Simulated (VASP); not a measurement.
Input of a VASP 6.6.1 run:

The input INCAR:

```
SYSTEM = CdSe
PREC = Accurate ; ENCUT = 500
EDIFF = 1E-6 ; ISMEAR = -1
SIGMA = 0.05 ; LREAL = .FALSE.
LASPH = .TRUE. ; NELM = 120
ALGO = Normal ; ISIF = 2
LWAVE = .FALSE. ; LCHARG = .FALSE.
GGA = PS ; NBANDS = 16
GGA_COMPAT = .FALSE.
```

The input KPOINTS:

```
regular mesh
0
G
  5 5 5
  0 0 0
```

POSCAR

```
CdSe
1.0
    0.0000000000      2.8739580000      2.8739580000
    2.8739580000      0.0000000000      2.8739580000
    2.8739580000      2.8739580000      0.0000000000
Cd Se
1 1
Direct
    0.0000000000      0.0000000000      0.0000000000
    0.5000000000      0.5000000000      0.5000000000
```

Potentials or basis: VASP PAW PBE potentials, release 64 (Cd, Se).

Launch:

```bash
$ cat potpaw_PBE.64/Cd/POTCAR potpaw_PBE.64/Se/POTCAR > POTCAR
$ mpirun -np 1 vasp_std > vasp.out
```

(1) Predict the pressure.

(2) Estimate the band gap on the k mesh.

Answers

(1) -3.3 GPa.

(2) zero (band 9 reaches 2.12 eV, above the bottom of band 10 at 2.10 eV).

Caveat: the k points lie up to 0.38 Å⁻¹ apart; the PAW data sets were made with another functional, which shifts forces and pressure a little.
